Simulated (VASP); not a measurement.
Here is a VASP 6.6.1 calculation.

Contents of INCAR:

```
SYSTEM = B
PREC = Accurate ; ENCUT = 520
EDIFF = 1E-6 ; ISMEAR = 0
SIGMA = 0.1 ; LREAL = .False.
LASPH = .True. ; NELM = 100
ALGO = Normal ; ISIF = 2
LWAVE = .False. ; LCHARG = .False.
GGA = PE ; NBANDS = 8
```

KPOINTS

```
regular mesh
0
Gamma
  12 12 12
  0 0 0
```

File POSCAR:

```
B
1.0
   -1.0608405422      1.0608405422      1.6139141281
    1.0608405422     -1.0608405422      1.6139141281
    1.0608405422      1.0608405422     -1.6139141281
B
1
Direct
    0.0000000000      0.0000000000      0.0000000000
```

Potentials or basis: VASP PAW PBE potentials, release 64 (B).

Command:

```bash
$ cat potpaw_PBE.64/B/POTCAR > POTCAR
$ mpirun -np 1 vasp_std > vasp.out
```

Problem. Estimate the pressure.

Solution. -36.4 GPa.

Stress tensor (GPa, compression positive):
```
-32.39   0.00   0.00
  0.00 -32.39   0.00
  0.00   0.00 -44.34
```
